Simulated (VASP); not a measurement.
The system is TeRu.

```
CELL_PARAMETERS angstrom
0.00000 3.11393 3.11393
3.11393 0.00000 3.11393
3.11393 3.11393 0.00000
ATOMIC_POSITIONS crystal
Ru 0.00000 0.00000 0.00000
Te 0.25000 0.25000 0.25000
```

Base run:

* Program: VASP 6.6.1
* Functional: LDA
* Potentials or basis: VASP PAW LDA potentials, release 64 (Ru_pv, Te)
* Cutoff: 500 eV
* k mesh: 5 × 5 × 5
* Occupations: gaussian, width 0.05 eV
* Spin: collinear spin, ferromagnetic start
* Starting moments: [4.0, 0.0] μB
* Hubbard terms: Ru d U = 6.0 eV

Its results: pressure -3.5 GPa; net moment 3.10 μB per cell; site moments Ru +2.83; Te +0.04 μB.

Question: The run is repeated on the same cell with these changes: moments at the start from [4.0, 0.0] to [1.97, -0.03]. What comes out?

Answer: Pressure -3.0 GPa; net moment 2.00 μB per cell; site moments Ru +2.08; Te -0.23 μB.

Caveats: the U is typed as a test and isn't derived for this compound; the cell stands under tension (at least some runs); an empty level that is flat over the whole mesh can mark a ghost state of the potentials, or a narrow d or f band (at least some runs).
